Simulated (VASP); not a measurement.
Input of a VASP 6.6.1 run:

File INCAR:

```
SYSTEM = Si2W
PREC     = Accurate       ! precision mode
ENCUT    = 520            ! plane-wave cutoff, eV
EDIFF    = 1E-7           ! SCF threshold, eV
ISMEAR   = -1             ! smearing method
SIGMA    = 0.05           ! smearing width, eV
LREAL    = .False.        ! projectors in reciprocal space
LASPH    = .True.         ! aspherical terms in the spheres
NELM     = 60             ! most SCF steps
ALGO     = Normal         ! electronic algorithm
ISIF     = 2              ! what is computed and relaxed
LWAVE    = .False.        ! write WAVECAR
LCHARG   = .True.         ! write CHGCAR
GGA      = PS             ! functional
LELF     = .True.         ! ELF
LVHAR    = .True.       
NBANDS   = 43             ! bands
```

Contents of KPOINTS:

```
Automatic mesh
0
Gamma
  7 7 4
  0 0 0
```

File POSCAR:

```
Si2W
1.0
    4.5765141667      0.0000000000      0.0000000000
   -2.2882570834      3.9633775291      0.0000000000
    0.0000000000      0.0000000000      6.6023491534
W Si
3 6
Direct
    0.5000000000      0.0000000000      0.5000000000
    0.5000000000      0.5000000000      0.8333333333
    0.0000000000      0.5000000000      0.1666666667
    0.3276093601      0.1638046800      0.1666666667
    0.8361953200      0.1638046800      0.8333333333
    0.1638046800      0.3276093601      0.5000000000
    0.6723906399      0.8361953200      0.1666666667
    0.1638046800      0.8361953200      0.8333333333
    0.8361953200      0.6723906399      0.5000000000
```

Potentials or basis: VASP PAW PBE potentials, release 64 (W_sv, Si).

Command:

```sh
$ cat potpaw_PBE.64/W_sv/POTCAR potpaw_PBE.64/Si/POTCAR > POTCAR
$ mpirun -np 1 vasp_std > vasp.out
```

Question: What does it give for the band gap on the k mesh?

Answer: 0.23 eV (least direct gap 0.72 eV).

Question: Estimate the pressure.

Answer: 0.3 GPa.

Question: What does it give for the largest force?

Answer: 0.005 eV/Å.

Forces in eV/Å, atoms in the order of the input:
```
W    0.000  0.000  0.000
W    0.000  0.000  0.000
W    0.000  0.000  0.000
Si  -0.004 -0.003  0.000
Si   0.004 -0.003  0.000
Si   0.000 -0.005  0.000
Si   0.004  0.003  0.000
Si  -0.004  0.003  0.000
Si   0.000  0.005  0.000
```

Caveat: the PAW data sets were made with another functional, which shifts forces and pressure a little; spin-orbit coupling is left out, which moves the levels of the heavy elements. A k mesh can miss the band edges.
